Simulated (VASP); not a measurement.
Crystal: ZnCd3Se2.

```
CELL_PARAMETERS angstrom
6.48519 0.00000 0.00000
-3.24259 5.61634 0.00000
0.00000 0.00000 3.81206
ATOMIC_POSITIONS crystal
Zn 0.00000 0.00000 0.50000
Cd 0.00000 0.50000 0.00000
Cd 0.50000 0.00000 0.00000
Cd 0.50000 0.50000 0.00000
Se 0.33333 0.66667 0.50000
Se 0.66667 0.33333 0.50000
```

The cell was built from a structure type or drawn by symmetry, and may not be a known phase.

```yaml
Program: VASP 6.6.1
Task: relaxation of cell and atoms
Functional: PBE
Potentials_or_basis: VASP PAW PBE potentials, release 64 (Zn, Cd, Se)
Cutoff: 600 eV
k_mesh: 3 × 3 × 4
Occupations: gaussian, width 0.1 eV
Spin: no spin polarisation
```

At the start: pressure 12.4 GPa; volume 23.14 Å³/atom.

Where does the relaxation end?

Over 6 steps the energy falls by 175.9 meV/atom and the volume is 28.99 Å³/atom (+25.3 %); space group P6/mmm (No. 191, to 0.1 Å) before and after.

The path:
| step | energy change (eV) | largest force (eV/Å) | pressure (GPa) | volume (Å³) |
| --- | --- | --- | --- | --- |
| 1 | 0.0000 | 0.0000 | 12.38 | 138.85 |
| 2 | -0.9499 | 0.0000 | -1.42 | 177.91 |
| 3 | -0.9972 | 0.0000 | 0.31 | 168.73 |
| 4 | -0.9974 | 0.0000 | 0.16 | 169.37 |
| 5 | -1.0209 | 0.0000 | 0.14 | 170.55 |
| 6 | -1.0556 | 0.0000 | 0.16 | 173.95 |

Final structure:
```xyz
6
Lattice="7.0859 0.0000 0.0000 -3.5429 6.1365 0.0000 0.0000 0.0000 4.0004" Properties=species:S:1:pos:R:3 pbc="T T T"
Zn    7.0859    0.0000    2.0002
Cd    5.3144    3.0683    0.0000
Cd    3.5429    0.0000    0.0000
Cd    1.7715    3.0683    0.0000
Se    0.0000    4.0910    2.0002
Se    3.5429    2.0455    2.0002
```

Caveat: the k points lie up to 0.39 Å⁻¹ apart in the final cell, too coarse for converged energies and pressures of a metal; the volume moved by over 15 % at a fixed basis, so the end points are rough.
